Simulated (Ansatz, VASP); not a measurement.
## CO2: VASP beside Ansatz

INCAR

```
PREC = Accurate
ENCUT = 520
EDIFF = 1E-6
ISMEAR = 0
SIGMA = 0.05
LREAL = F
LASPH = T
NELM = 80
ALGO = Normal
ISIF = 2
LWAVE = F
LCHARG = F
GGA = PE
NBANDS = 44
```

The input KPOINTS:

```
Automatic mesh
0
Gamma
  4 4 4
```

File POSCAR:

```
CO2
1.0
    5.7873286587      0.0000000000      0.0000000000
    0.0000000000      5.7873286587      0.0000000000
    0.0000000000      0.0000000000      5.7873286587
C O
4 8
Direct
    0.0000000000      0.0000000000      0.0000000000
    0.5000000000      0.0000000000      0.5000000000
    0.5000000000      0.5000000000      0.0000000000
    0.0000000000      0.5000000000      0.5000000000
    0.1114834447      0.1114834447      0.1114834447
    0.3885165553      0.8885165553      0.6114834447
    0.6114834447      0.3885165553      0.8885165553
    0.8885165553      0.6114834447      0.3885165553
    0.8885165553      0.8885165553      0.8885165553
    0.6114834447      0.1114834447      0.3885165553
    0.3885165553      0.6114834447      0.1114834447
    0.1114834447      0.3885165553      0.6114834447
```

Input for Ansatz:

```yaml
crystal:
  lattice:
    - [5.7873286587, 0.0, 0.0]
    - [0.0, 5.7873286587, 0.0]
    - [0.0, 0.0, 5.7873286587]
  atoms:
    - { symbol: C, position: [0.0, 0.0, 0.0] }
    - { symbol: C, position: [0.5, 0.0, 0.5] }
    - { symbol: C, position: [0.5, 0.5, 0.0] }
    - { symbol: C, position: [0.0, 0.5, 0.5] }
    - { symbol: O, position: [0.1114834447, 0.1114834447, 0.1114834447] }
    - { symbol: O, position: [0.3885165553, 0.8885165553, 0.6114834447] }
    - { symbol: O, position: [0.6114834447, 0.3885165553, 0.8885165553] }
    - { symbol: O, position: [0.8885165553, 0.6114834447, 0.3885165553] }
    - { symbol: O, position: [0.8885165553, 0.8885165553, 0.8885165553] }
    - { symbol: O, position: [0.6114834447, 0.1114834447, 0.3885165553] }
    - { symbol: O, position: [0.3885165553, 0.6114834447, 0.1114834447] }
    - { symbol: O, position: [0.1114834447, 0.3885165553, 0.6114834447] }
basis:
  ecutwfc: 520.0
kpoints:
  mp_grid: { grid: [4, 4, 4] }
hamiltonian:
  xc: pbe
scf:
  occupations: { method: gaussian, width: 0.05 }
output:
  forces: true
  stress: true
  eigenvalues: true
  write_density: true
  write_potential: true
  elf: true
  volumetric_format: npy
```

Alike in both runs: task single point; functional PBE; k mesh 4 × 4 × 4; occupations gaussian, width 0.05 eV; no spin polarisation.

|  | VASP | Ansatz |
| --- | --- | --- |
| version | VASP 6.6.1 | Ansatz 0.2.0 |
| potentials or method | VASP PAW PBE potentials, release 64 (C, O), cutoff 520 eV | scalar-relativistic, plane waves, PAW |
| valence electrons in the cell | 64 | 64 |

|  | VASP | Ansatz | Ansatz less VASP |
| --- | --- | --- | --- |
| gap on the k mesh at the Fermi level (eV) | 7.10 | 7.11 | +0.010 |
| least direct gap on the mesh (eV) | 7.10 | 7.11 | +0.010 |
| pressure (GPa) | 18.0 | 16.0 | -2.01 |
| rms of the force components (eV/Å) | 3.426 | 2.984 | -0.4422 |

Atom by atom the forces differ by 0.442 eV/Å (rms over components). With one functional, cell and mesh, what is left measures potentials, basis and numerics.

Noted on VASP's run: the standard files for N, O and F lose accuracy on very short bonds.
